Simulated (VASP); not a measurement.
A run of VASP 6.6.1 is set up as follows.

The input INCAR:

```
SYSTEM = Ru
PREC = Accurate ; ENCUT = 520
EDIFF = 1E-6 ; ISMEAR = -1
SIGMA = 0.1 ; LREAL = .FALSE.
LASPH = .TRUE. ; NELM = 80
ALGO = Normal ; ISIF = 2
LWAVE = .FALSE. ; LCHARG = .FALSE.
GGA = RP ; NBANDS = 66
```

KPOINTS

```
Automatic mesh
0
G
  7 7 7
  0 0 0
```

POSCAR

```
Ru
1.0
    4.8710034911      0.0000000000      0.0000000000
    0.0000000000      4.8710034911      0.0000000000
    0.0000000000      0.0000000000      4.8710034911
Ru
8
Direct
    0.0000000000      1.0000000000      1.0000000000
    0.5000000000      0.5000000000      0.5000000000
    0.2500000000      0.0000000000      0.5000000000
    0.7500000000      0.0000000000      0.5000000000
    0.5000000000      0.2500000000      1.0000000000
    0.5000000000      0.7500000000      1.0000000000
    1.0000000000      0.5000000000      0.2500000000
    1.0000000000      0.5000000000      0.7500000000
```

Potentials or basis: VASP PAW PBE potentials, release 64 (Ru_pv).

The run is started by

```sh
$ cat potpaw_PBE.64/Ru_pv/POTCAR > POTCAR
$ mpirun -np 1 vasp_std > vasp.out
```

(1) Predict the pressure.

(2) Predict the band gap on the k mesh.

Answers

(1) -0.2 GPa.

(2) zero (band 56 reaches 12.20 eV, above the bottom of band 57 at 11.72 eV).

Caveat: the PAW data sets were made with another functional, which shifts forces and pressure a little.
